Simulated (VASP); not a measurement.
**MgO: single point with HSE06**

The system is MgO.

```
Mg O
1.0
     0.05634    2.10217    2.10217
     2.10217    0.05634    2.10217
     2.15851    2.15851    0.00000
Mg O
1 1
Direct
  0.00000 0.00000 0.00000
  0.50000 0.50000 0.50000
```

This cell differs from its parent crystal: shear xy strain +5.4%.

* Program: VASP 6.6.1
* Task: single point
* Functional: HSE06
* Potentials or basis: VASP PAW PBE potentials, release 64 (Mg, O)
* Cutoff: 520 eV
* k mesh: 8 × 8 × 8
* Occupations: gaussian, width 0.01 eV
* Spin: no spin polarisation
* Dipole correction: no
* Grid for exact exchange (PRECFOCK): Normal
* Further INCAR settings: ALGO = Normal; EDIFF = 1e-06; NBANDS = 11
* Share of exact exchange: 0.25
* Screening parameter: 0.2079 1/Å

The pressure is -0.5 GPa. The band gap on the k mesh is 6.26 eV.

Stress tensor (GPa, compression positive):
```
-0.30 -8.38  0.00
-8.38 -0.30  0.00
 0.00  0.00 -0.94
```

Levels at points of the mesh, in eV from the valence-band top:
```csv
k point,band 2,band 3,band 4,band 5,band 6,band 7
"(0.00, 0.00, 0.00)",-0.40,-0.22,0.00,6.26,16.79,17.62
"(0.50, 0.00, 0.00)",-5.07,-1.13,-0.95,9.30,15.00,17.53
"(0.50, 0.50, 0.00)",-4.62,-2.01,-1.35,10.34,12.04,15.21
"(0.00, 0.00, 0.50)",-5.26,-0.91,-0.69,9.67,14.40,18.32
"(0.50, 0.00, 0.50)",-4.62,-1.69,-1.68,10.65,11.70,15.15
```

It took 57 min on 1 thread of Intel(R) Xeon(R) Platinum 8488C (Sapphire Rapids), on a shared host, peak memory 0.28 GiB.

Caveat: the cell differs from its parent crystal (shear xy strain +5.4%); the PAW data sets were made with another functional, which shifts forces and pressure a little.
